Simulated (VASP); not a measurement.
# Ti (P6_3/mmc) in VASP: notebook

The runs below take Ti through single point, with PBE.

All numbers are computed with VASP 6.6.1; they aren't measurements. Logs are shortened: lines on timing, memory, paths and dates and some standing lists are left out, and cuts for length are marked.

**1. The cell of the first run**

Symmetry: P6_3/mmc, No. 194, hexagonal system. Conventional cell: a = 2.920 Å, b = 2.920 Å, c = 4.639 Å, α = 90.00°, β = 90.00°, γ = 120.00°. Ti (site symmetry -6m2) has 12 Ti at 2.87 to 2.92 Å within 3.8 Å.

**2. Single point, PBE (volume scaled by 0.97)**

INCAR reads:

```
PREC = Accurate
ENCUT = 500
EDIFF = 1E-6
ISMEAR = -1
SIGMA = 0.08
LREAL = False
LASPH = True
NELM = 120
ALGO = Normal
ISIF = 2
LWAVE = False
LCHARG = True
GGA = PE
LELF = True
LVHAR = True
NBANDS = 19
GGA_COMPAT = False
```

KPOINTS reads:

```
Automatic mesh
0
Gamma
  13 13 7
```

POSCAR reads:

```
Ti
1.0
    2.9201978648      0.0000000000      0.0000000000
   -1.4600989324      2.5289655350      0.0000000000
    0.0000000000      0.0000000000      4.6386634303
Ti
2
Direct
    0.3333333333      0.6666666667      0.2500000000
    0.6666666667      0.3333333333      0.7500000000
```

Potentials or basis: VASP PAW PBE potentials, release 64 (Ti_sv).

Run with:

```sh
cat potpaw_PBE.64/Ti_sv/POTCAR > POTCAR
mpirun -np 1 vasp_std > vasp.out
```

OUTCAR:

```text
PREC = Accurate
   ENCUT = 500
   EDIFF = 1E-6
   ISMEAR = -1
   LREAL = False
   LASPH = True
   NELM = 120
   ISIF = 2
   GGA = PE

 ion  position               nearest neighbor table
   1  0.333  0.667  0.250-   2 2.87   2 2.87   2 2.87   2 2.87   2 2.87   2 2.87
   2  0.667  0.333  0.750-   1 2.87   1 2.87   1 2.87   1 2.87   1 2.87   1 2.87

  LATTYP: Found a hexagonal cell.
 ALAT       =     2.9201978648
 C/A-ratio  =     1.5884757284

  Lattice vectors:

 A1 = (   2.9201978648,   0.0000000000,   0.0000000000)
 A2 = (  -1.4600989324,   2.5289655350,   0.0000000000)
 A3 = (   0.0000000000,   0.0000000000,   4.6386634303)

Analysis of symmetry for initial positions (statically):
=====================================================================
 Subroutine PRICEL returns:
 Original cell was already a primitive cell.

 Routine SETGRP: Setting up the symmetry group for a
 hexagonal supercell.

 Subroutine GETGRP returns: Found 24 space group operations
 (whereof 12 operations were pure point group operations)
 out of a pool of 24 trial point group operations.

The static configuration has the point symmetry D_3d.
 The point group associated with its full space group is D_6h.

Analysis of symmetry for dynamics (positions and initial velocities):
=====================================================================
 Subroutine PRICEL returns:
 Original cell was already a primitive cell.

 Routine SETGRP: Setting up the symmetry group for a
 hexagonal supercell.

 Subroutine GETGRP returns: Found 24 space group operations
 (whereof 12 operations were pure point group operations)
 out of a pool of 24 trial point group operations.

The dynamic configuration has the point symmetry D_3d.
 The point group associated with its full space group is D_6h.

 Subroutine INISYM returns: Found 24 space group operations
 (whereof 12 operations are pure point group operations),
 and found     1 'primitive' translations

----------------------------------------------------------------------------------------

                                     Primitive cell

  volume of cell :      34.2569

  direct lattice vectors                    reciprocal lattice vectors
     2.920197865  0.000000000  0.000000000     0.342442549  0.197709298  0.000000000
    -1.460098932  2.528965535  0.000000000     0.000000000  0.395418596  0.000000000
     0.000000000  0.000000000  4.638663430     0.000000000  0.000000000  0.215579340

  length of vectors
     2.920197865  2.920197865  4.638663430     0.395418596  0.395418596  0.215579340

  position of ions in fractional coordinates (direct lattice)
     0.333333333  0.666666667  0.250000000
     0.666666667  0.333333333  0.750000000

  ion indices of the primitive-cell ions
   primitive index   ion index
                 1           1
                 2           2

----------------------------------------------------------------------------------------

 KPOINTS: Automatic mesh

Automatic generation of k-mesh.
 Grid dimensions read from file:
 generate k-points for:   13   13    7

 Generating k-lattice:

  Cartesian coordinates                     Fractional coordinates (reciprocal lattice)
     0.026341735  0.015208408  0.000000000     0.076923077  0.000000000  0.000000000
     0.000000000  0.030416815  0.000000000     0.000000000  0.076923077  0.000000000
     0.000000000  0.000000000  0.030797049     0.000000000  0.000000000  0.142857143

  Length of vectors
     0.030416815  0.030416815  0.030797049

  Shift w.r.t. Gamma in fractional coordinates (k-lattice)
     0.000000000  0.000000000  0.000000000

 Subroutine IBZKPT returns following result:
 ===========================================

 Found     84 irreducible k-points:

 Following reciprocal coordinates:
            Coordinates               Weight
  0.000000  0.000000  0.000000      1.000000
  0.076923  0.000000  0.000000      6.000000
  0.153846  0.000000  0.000000      6.000000
  0.230769  0.000000  0.000000      6.000000
  0.307692  0.000000  0.000000      6.000000
  0.384615 -0.000000  0.000000      6.000000
[... 16 lines left out ...]
  0.076923  0.000000  0.142857     12.000000
  0.153846  0.000000  0.142857     12.000000
 [... further k-points ...]
   k-points           NKPTS =     84   k-points in BZ     NKDIM =     84   number of bands    NBANDS=     19
   number of dos      NEDOS =    301   number of ions     NIONS =      2
   total plane-waves  NPLWV =  20736
   dimension x,y,z NGX =    24 NGY =   24 NGZ =   36
   dimension x,y,z NGXF=    48 NGYF=   48 NGZF=   72
   ions per type =               2
   NGX,Y,Z   is equivalent  to a cutoff of  13.66, 13.66, 12.90 a.u.
   NGXF,Y,Z  is equivalent  to a cutoff of  27.33, 27.33, 25.80 a.u.
 SYSTEM =  unknown system
   PREC   = accura    normal or accurate (medium, high low for compatibility)
   ISTART =      0    job   : 0-new  1-cont  2-samecut
   ICHARG =      2    charge: 1-file 2-atom 10-const
   ISPIN  =      1    spin polarized calculation?
   LNONCOLLINEAR =      F non collinear calculations
   LSORBIT =      F    spin-orbit coupling
   LASPH  =      T    aspherical Exc in radial PAW
   ENCUT  =  500.0 eV  36.75 Ry    6.06 a.u.   5.32  5.32  8.46*2*pi/ulx,y,z
   NELM   =    120;   NELMIN=  2; NELMDL= -5     # of ELM steps
   EDIFF  = 0.1E-05   stopping-criterion for ELM
   LREAL  =      F    real-space projection
   EDIFFG = 0.1E-04   stopping-criterion for IOM
   NSW    =      0    number of steps for IOM
   IBRION =     -1    ionic relax: 0-MD 1-quasi-New 2-CG
   NFREE  =      0    steps in history (QN), initial steepest desc. (CG)
   ISIF   =      2    stress and relaxation
   ISYM   =      2    0-nonsym 1-usesym 2-fastsym
   POTIM  = 0.5000    time-step for ionic-motion
   TEBEG  =    0.0;   TEEND  =   0.0 temperature during run
   PSTRESS=    0.0 pullay stress
   NELECT =      24.0000    total number of electrons
   NUPDOWN=      -1.0000    fix difference up-down
   EMIN   =  10.00;   EMAX   =-10.00  energy-range for DOS
   EFERMI =   0.00;   METHOD = LEGACY
   ISMEAR =    -1;   SIGMA  =   0.08  broadening in eV -4-tet -1-fermi 0-gaus
   EFERMI_NEDOS =   21; number of points for ismear=-14 and -15
   IALGO  =     38    algorithm
   IMIX   =      4    mixing-type and parameters
     AMIX     =   0.40;   BMIX     =  1.00
     AMIX_MAG =   1.60;   BMIX_MAG =  1.00
  volume/ion in A,a.u.               =      17.13       115.59
  Fermi-wavevector in a.u.,A,eV,Ry     =   1.453994  2.747650 28.764050  2.114098
  Thomas-Fermi vector in A             =   2.571196
   LORBIT       =      0    0 simple, 1 ext, 2 COOP (PROOUT), +10 PAW based schemes
   GGA     = PE    functional components
   LHFCALC =     F    Hartree Fock is set to
   AEXX    =    0.0000 exact exchange contribution
   IVDW    =     0    specifies the selected vdW correction
   LEPSILON=     F    determine dielectric tensor
   LRPA    =     F    only Hartree local field effects (RPA)
 non-spin polarized calculation
  energy-cutoff  :      500.00
  volume of cell :       34.26
 maximum number of plane-waves:       883
 NGX is ok and might be reduce to    24
   NGX = 11   NGY = 11   NGZ = 17

 number of electron      23.9999999 magnetization

 Free energy of the ion-electron system (eV)
  ---------------------------------------------------
  ext. energy  EPLUGINS =         0.00000000
  ---------------------------------------------------
  free energy    TOTEN  =       -15.69152000 eV

  energy without entropy =      -15.64439189  energy(sigma->0) =      -15.66795595

 E-fermi :   8.4745     XC(G=0): -11.5629

 val. band max:        8.4720829203   @ k =   0.0000   0.0000   0.4286
 cond. band min:       8.4855531644   @ k =   0.0769   0.0769   0.4286
 fundamental gap:      0.0134702441
 Fermi energy:         8.4744615636

 k-point     1 :       0.0000    0.0000    0.0000
  band No.  band energies     occupation
      1     -48.3482      2.00000
      2     -48.2051      2.00000
      3     -24.9470      2.00000
      4     -24.2807      2.00000
      5     -24.2807      2.00000
      6     -24.2105      2.00000
[... 11 lines left out ...]
     18      10.1508      0.00000
     19      11.6945      0.00000

 k-point     2 :       0.0769    0.0000    0.0000
  band No.  band energies     occupation
      1     -48.3420      2.00000
      2     -48.2027      2.00000
      3     -24.9334      2.00000
      4     -24.3089      2.00000
      5     -24.2901      2.00000
      6     -24.2161      2.00000
[... 11 lines left out ...]
     18      10.0567      0.00000
     19      11.7446      0.00000

 k-point     3 :       0.1538    0.0000    0.0000
  band No.  band energies     occupation
      1     -48.3246      2.00000
      2     -48.1960      2.00000
      3     -24.8943      2.00000
      4     -24.3871      2.00000
      5     -24.3153      2.00000
      6     -24.2863      2.00000
[... 11 lines left out ...]
     18      10.1858      0.00000
     19      11.8539      0.00000

 k-point     4 :       0.2308    0.0000    0.0000
  band No.  band energies     occupation
      1     -48.2991      2.00000
      2     -48.1875      2.00000
      3     -24.8346      2.00000
      4     -24.4985      2.00000
      5     -24.3950      2.00000
      6     -24.3494      2.00000
[... 11 lines left out ...]
     18      10.6464      0.00000
     19      11.9625      0.00000

 k-point     5 :       0.3077    0.0000    0.0000
  band No.  band energies     occupation
      1     -48.2701      2.00000
      2     -48.1801      2.00000
      3     -24.7621      2.00000
      4     -24.6177      2.00000
      5     -24.5064      2.00000
      6     -24.3843      2.00000
[... 11 lines left out ...]
     18      11.1869      0.00000
     19      12.0429      0.00000
[... 334 lines left out ...]
      2     -48.1848      2.00000
      3     -24.6886      2.00000
      4     -24.5881      2.00000
      5     -24.5501      2.00000
      6     -24.5359      2.00000
[... 11 lines left out ...]
     18      11.8348      0.00000
     19      14.0821      0.00000

 k-point    22 :       0.0000    0.0000    0.1429
  band No.  band energies     occupation
      1     -48.3412      2.00000
      2     -48.2123      2.00000
      3     -24.9119      2.00000
      4     -24.2757      2.00000
      5     -24.2757      2.00000
      6     -24.2485      2.00000
[... 11 lines left out ...]
     18      10.3363      0.00000
     19      11.7024      0.00000

 k-point    23 :       0.0769    0.0000    0.1429
  band No.  band energies     occupation
      1     -48.3352      2.00000
      2     -48.2097      2.00000
      3     -24.9001      2.00000
      4     -24.3031      2.00000
      5     -24.2847      2.00000
      6     -24.2635      2.00000
[... 11 lines left out ...]
     18      10.2889      0.00000
     19      11.7430      0.00000

 k-point    24 :       0.1538    0.0000    0.1429
  band No.  band energies     occupation
      1     -48.3183      2.00000
      2     -48.2024      2.00000
      3     -24.8665      2.00000
      4     -24.3793      2.00000
      5     -24.3241      2.00000
      6     -24.3092      2.00000
[... 11 lines left out ...]
     18      10.3003      0.00000
     19      11.8305      0.00000

 [... further k-points ...]
[... 5 lines left out ...]
  --------------------------------------------------------------------------------------
  -------------------------------------------------------------------------------------
  Total        0.3466381      0.3466381      0.2791875     -0.0000000      0.0000000      0.0000000
  in kB       16.2120836     16.2120836     13.0574547     -0.0000000      0.0000000      0.0000000
  external PRESSURE =      15.1605406 kB  Pullay stress =       0.0000000 kB

 VOLUME and BASIS-vectors are now :
 -----------------------------------------------------------------------------
  energy-cutoff  :      500.00
  volume of cell :       34.26
      direct lattice vectors                 reciprocal lattice vectors
     2.920197865  0.000000000  0.000000000     0.342442549  0.197709298  0.000000000
    -1.460098932  2.528965535  0.000000000     0.000000000  0.395418596  0.000000000
     0.000000000  0.000000000  4.638663430     0.000000000  0.000000000  0.215579340

 POSITION                                       TOTAL-FORCE (eV/Angst)
 -----------------------------------------------------------------------------------
     -0.00000      1.68598      1.15967         0.000000     -0.000000      0.000000
      1.46010      0.84299      3.47900        -0.000000      0.000000      0.000000
 -----------------------------------------------------------------------------------
    total drift:                               -0.000000      0.000000     -0.000000

  FREE ENERGIE OF THE ION-ELECTRON SYSTEM (eV)
  ---------------------------------------------------
  free  energy   TOTEN  =       -15.6915200039 eV

  energy  without entropy=      -15.6443918923  energy(sigma->0) =      -15.66795595
```

It took 21 s on 1 thread of Intel Xeon 6975P-C (Granite Rapids), shared host; peak memory 0.17 GiB.

Results:

- Free energy: -15.6915 eV
- Pressure: 1.5 GPa
- Band gap on the k mesh: zero (band 12 reaches 9.27 eV, above the bottom of band 13 at 8.15 eV)

**3. Single point, PBE (volume scaled by 1.03)**

INCAR reads:

```
PREC     = Accurate       # precision mode
ENCUT    = 500            # plane-wave cutoff, eV
EDIFF    = 1E-6           # SCF threshold, eV
ISMEAR   = -1             # smearing method
SIGMA    = 0.08           # smearing width, eV
LREAL    = False          # projectors in reciprocal space
LASPH    = True           # aspherical terms in the spheres
NELM     = 120            # most SCF steps
ALGO     = Normal         # electronic algorithm
ISIF     = 2              # what is computed and relaxed
LWAVE    = False          # write WAVECAR
LCHARG   = False          # write CHGCAR
GGA      = PE             # functional
NBANDS   = 19             # bands
GGA_COMPAT= False
```

KPOINTS reads:

```
regular mesh
0
Gamma
  13 13 7
```

POSCAR reads:

```
Ti
1.0
    2.9792076597      0.0000000000      0.0000000000
   -1.4896038298      2.5800695164      0.0000000000
    0.0000000000      0.0000000000      4.7323990572
Ti
2
Direct
    0.3333333333      0.6666666667      0.2500000000
    0.6666666667      0.3333333333      0.7500000000
```

Potentials or basis: VASP PAW PBE potentials, release 64 (Ti_sv).

Run with:

```sh
cat potpaw_PBE.64/Ti_sv/POTCAR > POTCAR
mpirun -np 1 vasp_std > vasp.out
```

It took 19 s on 1 thread of Intel Xeon 6975P-C (Granite Rapids), shared host; peak memory 0.17 GiB.

Results (log left out):

```yaml
Free_energy: -15.6692 eV
Pressure: -4.8 GPa
Band_gap_on_the_k_mesh: zero (band 12 reaches 8.61 eV, above the bottom of band 13 at 7.55 eV)
```

Stress tensor (GPa, compression positive):
```
-4.61  0.00  0.00
 0.00 -4.61  0.00
 0.00  0.00 -5.05
```

Levels at points of the mesh, in eV from the Fermi level:
| k point | band 8 | band 9 | band 10 | band 11 | band 12 | band 13 | band 14 | band 15 | band 16 | band 17 |
| --- | --- | --- | --- | --- | --- | --- | --- | --- | --- | --- |
| (0.00, 0.00, 0.00) | -32.82 | -6.09 | -2.57 | 0.64 | 0.76 | 0.76 | 0.85 | 1.22 | 1.22 | 1.57 |

**4. Single point, PBE (volume scaled by 1.06)**

INCAR reads:

```
PREC = Accurate
ENCUT = 500
EDIFF = 1E-6
ISMEAR = -1
SIGMA = 0.08
LREAL = F
LASPH = T
NELM = 120
ALGO = Normal
ISIF = 2
LWAVE = F
LCHARG = T
GGA = PE
LELF = T
LVHAR = T
NBANDS = 19
GGA_COMPAT = F
```

KPOINTS reads:

```
Automatic mesh
0
Gamma
  13 13 7
```

POSCAR reads:

```
Ti
1.0
    3.0078556446      0.0000000000      0.0000000000
   -1.5039278223      2.6048793991      0.0000000000
    0.0000000000      0.0000000000      4.7779056859
Ti
2
Direct
    0.3333333333      0.6666666667      0.2500000000
    0.6666666667      0.3333333333      0.7500000000
```

Run with:

```sh
cat potpaw_PBE.64/Ti_sv/POTCAR > POTCAR
mpirun -np 1 vasp_std > vasp.out
```

It took 21 s on 1 thread of Intel Xeon 6975P-C (Granite Rapids), shared host; peak memory 0.17 GiB.

Results (log left out):

- Free energy: -15.6297 eV
- Pressure: -7.3 GPa
- Band gap on the k mesh: zero (band 12 reaches 8.30 eV, above the bottom of band 13 at 7.28 eV)

Stress tensor (GPa, compression positive):
```
-7.13  0.00  0.00
 0.00 -7.13  0.00
 0.00  0.00 -7.59
```

Levels at points of the mesh, in eV from the Fermi level:
| k point | band 8 | band 9 | band 10 | band 11 | band 12 | band 13 | band 14 | band 15 | band 16 | band 17 |
| --- | --- | --- | --- | --- | --- | --- | --- | --- | --- | --- |
| (0.00, 0.00, 0.00) | -32.89 | -6.01 | -2.50 | 0.58 | 0.75 | 0.75 | 0.82 | 1.19 | 1.19 | 1.52 |

**5. Overview**

```csv
cell,gap on the mesh (eV),pressure (GPa)
"a = 2.920, b = 2.920, c = 4.639 Å, angles 90.0, 90.0, 120.0°, 2 atoms",none,1.5
"a = 2.979, b = 2.979, c = 4.732 Å, angles 90.0, 90.0, 120.0°, 2 atoms",none,-4.8
"a = 3.008, b = 3.008, c = 4.778 Å, angles 90.0, 90.0, 120.0°, 2 atoms",none,-7.3
```

Alike in all rows: task single point; level PBE; potentials or basis VASP PAW PBE potentials, release 64 (Ti_sv); no spin polarisation; k mesh 13 × 13 × 7; cutoff (eV) 500; smearing fermi-dirac 0.08 eV.

Absolute energies hang on the potentials; compare differences alone.
